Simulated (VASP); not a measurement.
Input of a VASP 6.6.1 run:

INCAR

```
SYSTEM = Rh
PREC = Accurate
ENCUT = 600
EDIFF = 1E-7
ISMEAR = 0
SIGMA = 0.1
LREAL = .False.
LASPH = .True.
NELM = 80
ALGO = Fast
ISIF = 3
LWAVE = .False.
LCHARG = .False.
GGA = PS
IBRION = 2
NSW = 70
EDIFFG = -0.008
PSTRESS = 500.0
```

File KPOINTS:

```
regular mesh
0
Gamma
  18 18 10
  0 0 0
```

File POSCAR:

```
Rh
1.0
    2.5741678650      0.0000000000      0.0000000000
   -1.2870839325      2.2292947647      0.0000000000
    0.0000000000      0.0000000000      4.1515545746
Rh
2
Direct
    0.6666666667      0.3333333333      0.7500000000
    0.3333333333      0.6666666667      0.2500000000
```

Potentials or basis: VASP PAW PBE potentials, release 64 (Rh_pv).

The run is started by

```console
$ cat potpaw_PBE.64/Rh_pv/POTCAR > POTCAR
$ mpirun -np 1 vasp_std > vasp.out
```

Problem. Estimate the space group after relaxing (to 0.1 Å).

Solution. P6_3/mmc (No. 194).

Problem. What does it give for the relaxed volume?

Solution. 11.96 Å³/atom.

Problem. Predict the band gap on the k mesh.

Solution. Zero (bands 15 and 16 overlap by 3.06 eV).

Problem. What does it give for the relaxed cell?

Solution. a = 2.576 Å, b = 2.576 Å, c = 4.162 Å, α = 90.00°, β = 90.00°, γ = 120.00°.

Stress tensor (GPa, compression positive):
```
50.10  0.00  0.00
 0.00 50.10  0.00
 0.00  0.00 49.90
```

Caveat: the cell is relaxed towards a set pressure, so the run minimises the enthalpy, not the energy; the PAW data sets were made with another functional, which shifts forces and pressure a little.
